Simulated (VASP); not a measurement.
# Al (Fm-3m) in VASP: notebook

The runs below take Al through electric field gradients, with LDA.

Everything below comes from runs of VASP 6.6.1. Logs are shortened: lines on timing, memory, paths and dates and some standing lists are left out, and cuts for length are marked.

**1. The cell of the first run**

It takes space group Fm-3m (No. 225, cubic). The conventional cell has a = 4.034 Å, b = 4.034 Å, c = 4.034 Å, α = 90.00°, β = 90.00°, γ = 90.00°. Within 3.8 Å of Al (site symmetry m-3m) lie 12 Al at 2.85 Å.

**2. Electric field gradients, LDA (volume scaled by 0.99)**

Input file INCAR:

```
  ALGO = Normal
  EDIFF = 1E-8
  ENCUT = 520
  ISIF = 2
  ISMEAR = -1
  LASPH = True
  LCHARG = False
  LEFG = True
  LREAL = False
  LWAVE = False
  NBANDS = 8
  NELM = 80
  PREC = Accurate
  SIGMA = 0.03
```

Input file KPOINTS:

```
k-points
0
Gamma
  17 17 17
```

Input file POSCAR:

```
Al
1.0
    0.0000000000      2.0172107856      2.0172107856
    2.0172107856      0.0000000000      2.0172107856
    2.0172107856      2.0172107856      0.0000000000
Al
1
Direct
    0.0000000000      0.0000000000      0.0000000000
```

Potentials or basis: VASP PAW LDA potentials, release 64 (Al).

Run with:

```console
$ cat potpaw_LDA.64/Al/POTCAR > POTCAR
$ mpirun -np 1 vasp_std > vasp.out
```

OUTCAR:

```text
EDIFF = 1E-8
   ENCUT = 520
   ISIF = 2
   ISMEAR = -1
   LASPH = True
   LREAL = False
   NELM = 80
   PREC = Accurate

 ion  position               nearest neighbor table
   1  0.000  0.000  0.000-

  LATTYP: Found a face centered cubic cell.
 ALAT       =     4.0344215712

  Lattice vectors:

 A1 = (   0.0000000000,   2.0172107856,   2.0172107856)
 A2 = (   2.0172107856,   0.0000000000,   2.0172107856)
 A3 = (   2.0172107856,   2.0172107856,   0.0000000000)

Analysis of symmetry for initial positions (statically):
=====================================================================
 Subroutine PRICEL returns:
 Original cell was already a primitive cell.

 Routine SETGRP: Setting up the symmetry group for a
 face centered cubic supercell.

 Subroutine GETGRP returns: Found 48 space group operations
 (whereof 48 operations were pure point group operations)
 out of a pool of 48 trial point group operations.

The static configuration has the point symmetry O_h .

Analysis of symmetry for dynamics (positions and initial velocities):
=====================================================================
 Subroutine PRICEL returns:
 Original cell was already a primitive cell.

 Routine SETGRP: Setting up the symmetry group for a
 face centered cubic supercell.

 Subroutine GETGRP returns: Found 48 space group operations
 (whereof 48 operations were pure point group operations)
 out of a pool of 48 trial point group operations.

The dynamic configuration has the point symmetry O_h .

 Subroutine INISYM returns: Found 48 space group operations
 (whereof 48 operations are pure point group operations),
 and found     1 'primitive' translations

----------------------------------------------------------------------------------------

                                     Primitive cell

  volume of cell :      16.4166

  direct lattice vectors                    reciprocal lattice vectors
     0.000000000  2.017210786  2.017210786    -0.247867007  0.247867007  0.247867007
     2.017210786  0.000000000  2.017210786     0.247867007 -0.247867007  0.247867007
     2.017210786  2.017210786  0.000000000     0.247867007  0.247867007 -0.247867007

  length of vectors
     2.852766851  2.852766851  2.852766851     0.429318250  0.429318250  0.429318250

  position of ions in fractional coordinates (direct lattice)
     0.000000000  0.000000000  0.000000000

  ion indices of the primitive-cell ions
   primitive index   ion index
                 1           1

----------------------------------------------------------------------------------------

 KPOINTS: k-points

Automatic generation of k-mesh.
 Grid dimensions read from file:
 generate k-points for:   17   17   17

 Generating k-lattice:

  Cartesian coordinates                     Fractional coordinates (reciprocal lattice)
    -0.014580412  0.014580412  0.014580412     0.058823529  0.000000000  0.000000000
     0.014580412 -0.014580412  0.014580412     0.000000000  0.058823529  0.000000000
     0.014580412  0.014580412 -0.014580412     0.000000000  0.000000000  0.058823529

  Length of vectors
     0.025254015  0.025254015  0.025254015

  Shift w.r.t. Gamma in fractional coordinates (k-lattice)
     0.000000000  0.000000000  0.000000000

 Subroutine IBZKPT returns following result:
 ===========================================

 Found    165 irreducible k-points:

 Following reciprocal coordinates:
            Coordinates               Weight
  0.000000  0.000000  0.000000      1.000000
  0.058824  0.000000  0.000000      8.000000
  0.117647  0.000000  0.000000      8.000000
  0.176471  0.000000  0.000000      8.000000
  0.235294  0.000000  0.000000      8.000000
  0.294118  0.000000  0.000000      8.000000
[... 16 lines left out ...]
 -0.176471  0.058824  0.000000     24.000000
 -0.117647  0.058824  0.000000     24.000000
 [... further k-points ...]
   k-points           NKPTS =    165   k-points in BZ     NKDIM =    165   number of bands    NBANDS=      8
   number of dos      NEDOS =    301   number of ions     NIONS =      1
   total plane-waves  NPLWV =  13824
   dimension x,y,z NGX =    24 NGY =   24 NGZ =   24
   dimension x,y,z NGXF=    48 NGYF=   48 NGZF=   48
   ions per type =               1
   NGX,Y,Z   is equivalent  to a cutoff of  13.99, 13.99, 13.99 a.u.
   NGXF,Y,Z  is equivalent  to a cutoff of  27.97, 27.97, 27.97 a.u.
 SYSTEM =  unknown system
   PREC   = accura    normal or accurate (medium, high low for compatibility)
   ISTART =      0    job   : 0-new  1-cont  2-samecut
   ICHARG =      2    charge: 1-file 2-atom 10-const
   ISPIN  =      1    spin polarized calculation?
   LNONCOLLINEAR =      F non collinear calculations
   LSORBIT =      F    spin-orbit coupling
   LASPH  =      T    aspherical Exc in radial PAW
   ENCUT  =  520.0 eV  38.22 Ry    6.18 a.u.   5.30  5.30  5.30*2*pi/ulx,y,z
   NELM   =     80;   NELMIN=  2; NELMDL= -5     # of ELM steps
   EDIFF  = 0.1E-07   stopping-criterion for ELM
   LREAL  =      F    real-space projection
   EDIFFG = 0.1E-06   stopping-criterion for IOM
   NSW    =      0    number of steps for IOM
   IBRION =     -1    ionic relax: 0-MD 1-quasi-New 2-CG
   NFREE  =      0    steps in history (QN), initial steepest desc. (CG)
   ISIF   =      2    stress and relaxation
   ISYM   =      2    0-nonsym 1-usesym 2-fastsym
   POTIM  = 0.5000    time-step for ionic-motion
   TEBEG  =    0.0;   TEEND  =   0.0 temperature during run
   PSTRESS=    0.0 pullay stress
   NELECT =       3.0000    total number of electrons
   NUPDOWN=      -1.0000    fix difference up-down
   EMIN   =  10.00;   EMAX   =-10.00  energy-range for DOS
   EFERMI =   0.00;   METHOD = LEGACY
   ISMEAR =    -1;   SIGMA  =   0.03  broadening in eV -4-tet -1-fermi 0-gaus
   EFERMI_NEDOS =   21; number of points for ismear=-14 and -15
   IALGO  =     38    algorithm
   IMIX   =      4    mixing-type and parameters
     AMIX     =   0.40;   BMIX     =  1.00
     AMIX_MAG =   1.60;   BMIX_MAG =  1.00
  volume/ion in A,a.u.               =      16.42       110.78
  Fermi-wavevector in a.u.,A,eV,Ry     =   0.929011  1.755575 11.742652  0.863061
  Thomas-Fermi vector in A             =   2.055248
   LORBIT       =      0    0 simple, 1 ext, 2 COOP (PROOUT), +10 PAW based schemes
   GGA     = CA    functional components
   LHFCALC =     F    Hartree Fock is set to
   AEXX    =    0.0000 exact exchange contribution
   IVDW    =     0    specifies the selected vdW correction
   LEPSILON=     F    determine dielectric tensor
   LRPA    =     F    only Hartree local field effects (RPA)
 non-spin polarized calculation
  energy-cutoff  :      520.00
  volume of cell :       16.42
 maximum number of plane-waves:       459
 NGX is ok and might be reduce to    24
   NGX = 11   NGY = 11   NGZ = 11

 number of electron       3.0000000 magnetization

 Free energy of the ion-electron system (eV)
  ---------------------------------------------------
  ext. energy  EPLUGINS =         0.00000000
  ---------------------------------------------------
  free energy    TOTEN  =        -4.18870196 eV

  energy without entropy =       -4.18708293  energy(sigma->0) =       -4.18789245

 E-fermi :   7.8439     XC(G=0): -10.3624

 val. band max:        7.8363609362   @ k =  -0.4118   0.3529   0.0000
 cond. band min:       7.8560852433   @ k =  -0.3529   0.4706   0.1765
 fundamental gap:      0.0197243071
 Fermi energy:         7.8439165934

 k-point     1 :       0.0000    0.0000    0.0000
  band No.  band energies     occupation
      1      -3.2911      2.00000
      2      20.4424      0.00000
      3      20.4424      0.00000
      4      20.4424      0.00000
      5      21.8004      0.00000
      6      21.8004      0.00000
      7      21.8004      0.00000
      8      24.4938      0.00000

 k-point     2 :       0.0588    0.0000    0.0000
  band No.  band energies     occupation
      1      -3.1969      2.00000
      2      18.7888      0.00000
      3      20.0805      0.00000
      4      20.0805      0.00000
      5      22.3052      0.00000
      6      22.3052      0.00000
      7      22.4591      0.00000
      8      25.4295      0.00000

 k-point     3 :       0.1176    0.0000    0.0000
  band No.  band energies     occupation
      1      -2.9148      2.00000
      2      16.4374      0.00000
      3      19.5285      0.00000
      4      19.5285      0.00000
      5      22.5466      0.00000
      6      23.2375      0.00000
      7      23.2375      0.00000
      8      25.5822      0.00000
[... 210 lines left out ...]
 k-point    23 :      -0.1765    0.0588    0.0000
  band No.  band energies     occupation
      1      -2.1654      2.00000
      2      13.3732      0.00000
      3      17.2075      0.00000
      4      20.1887      0.00000
      5      22.3833      0.00000
      6      22.9257      0.00000
      7      23.9268      0.00000
      8      24.3042      0.00000

 k-point    24 :      -0.1176    0.0588    0.0000
  band No.  band energies     occupation
      1      -2.6958      2.00000
      2      15.6649      0.00000
      3      17.6679      0.00000
      4      20.5381      0.00000
      5      22.5229      0.00000
      6      23.0166      0.00000
      7      24.2097      0.00000
      8      24.2917      0.00000

 [... further k-points ...]
[... 5 lines left out ...]
  --------------------------------------------------------------------------------------
  -------------------------------------------------------------------------------------
  Total       -0.2978798     -0.2978798     -0.2978798      0.0000000      0.0000000     -0.0000000
  in kB      -29.0715255    -29.0715255    -29.0715255      0.0000000      0.0000000     -0.0000000
  external PRESSURE =     -29.0715255 kB  Pullay stress =       0.0000000 kB

 VOLUME and BASIS-vectors are now :
 -----------------------------------------------------------------------------
  energy-cutoff  :      520.00
  volume of cell :       16.42
      direct lattice vectors                 reciprocal lattice vectors
     0.000000000  2.017210786  2.017210786    -0.247867007  0.247867007  0.247867007
     2.017210786  0.000000000  2.017210786     0.247867007 -0.247867007  0.247867007
     2.017210786  2.017210786  0.000000000     0.247867007  0.247867007 -0.247867007

 POSITION                                       TOTAL-FORCE (eV/Angst)
 -----------------------------------------------------------------------------------
      0.00000      0.00000      0.00000        -0.000000      0.000000     -0.000000
 -----------------------------------------------------------------------------------
    total drift:                                0.000000      0.000000     -0.000000

  FREE ENERGIE OF THE ION-ELECTRON SYSTEM (eV)
  ---------------------------------------------------
  free  energy   TOTEN  =        -4.1887019641 eV

  energy  without entropy=       -4.1870829319  energy(sigma->0) =       -4.18789245

 Electric field gradients (V/A^2)
---------------------------------------------------------------------
 ion       V_xx      V_yy      V_zz      V_xy      V_xz      V_yz
---------------------------------------------------------------------
   1       0.000    -0.000     0.000     0.000     0.000     0.000
---------------------------------------------------------------------

 Electric field gradients after diagonalization (V/A^2)
 (convention: |V_zz| > |V_xx| > |V_yy|)
----------------------------------------------------------------------
 ion       V_xx      V_yy      V_zz     asymmetry (V_yy - V_xx)/ V_zz
----------------------------------------------------------------------
   1      -0.000    -0.000     0.000       0.000
----------------------------------------------------------------------

           NMR quadrupolar parameters

 Cq : quadrupolar parameter    Cq=e*Q*V_zz/h
 eta: asymmetry parameters     (V_yy - V_xx)/ V_zz
 Q  : nuclear electric quadrupole moment in mb (millibarn)
----------------------------------------------------------------------
 ion       Cq(MHz)       eta       Q (mb)
----------------------------------------------------------------------
   1       0.000       0.000       1.000
----------------------------------------------------------------------
```

Wall time 11 s (1 thread of AMD EPYC 9R45 (Zen 5), shared host); peak memory 0.1 GiB.

Results:

```
Free energy : -4.1887 eV
Pressure    : -2.9 GPa
```

Levels at points of the mesh, in eV from the Fermi level:
```
           k point  band 1  band 2  band 3  band 4
(0.00, 0.00, 0.00)  -11.14   12.60   12.60   12.60
```

Caveat: without QUAD_EFG the Cq values of the log hold for a quadrupole moment of 1 mb, not for the nuclei.

(Continued in part 2 of 3.)
